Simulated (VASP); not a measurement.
**P: single point with r2SCAN**

Crystal: P.

```
P
1.0
     3.49548    0.00000    0.00000
    -1.74774    3.02717    0.00000
     0.00000    0.00000    5.67334
P
2
Direct
  0.33333 0.66667 0.25000
  0.66667 0.33333 0.75000
```

```yaml
Program: VASP 6.6.1
Task: single point
Functional: r2SCAN
Potentials_or_basis: VASP PAW PBE potentials, release 64 (P)
Cutoff: 520 eV
k_mesh: 6 × 6 × 4
Occupations: gaussian, width 0.1 eV
Spin: no spin polarisation
```

- Pressure: -16.5 GPa
- Band gap on the k mesh: zero (band 5 reaches 3.85 eV, above the bottom of band 6 at 0.02 eV)

Stress tensor (GPa, compression positive):
```
-17.01   0.00   0.00
  0.00 -17.01   0.00
  0.00   0.00 -15.59
```

Levels at points of the mesh, in eV from the Fermi level:
```
           k point  band 2  band 3  band 4  band 5  band 6  band 7  band 8  band 9
(0.00, 0.00, 0.00)   -9.53   -3.70    1.59    1.59    2.34    2.34    2.43    7.82
(0.50, 0.00, 0.00)   -8.86   -3.17   -2.12   -1.34    0.11    0.30    1.64    6.24
(0.00, 0.00, 0.50)  -10.77   -0.88   -0.88    1.96    1.96    1.96    1.96    8.82
(0.50, 0.00, 0.50)   -9.22   -3.40   -3.40    0.75    0.75    0.77    0.77    7.12
```

Wall time 54 s on 1 thread of Intel(R) Xeon(R) Platinum 8488C (Sapphire Rapids), on a shared host, peak memory 0.17 GiB.

Caveat: the PAW data sets were made with another functional, which shifts forces and pressure a little.
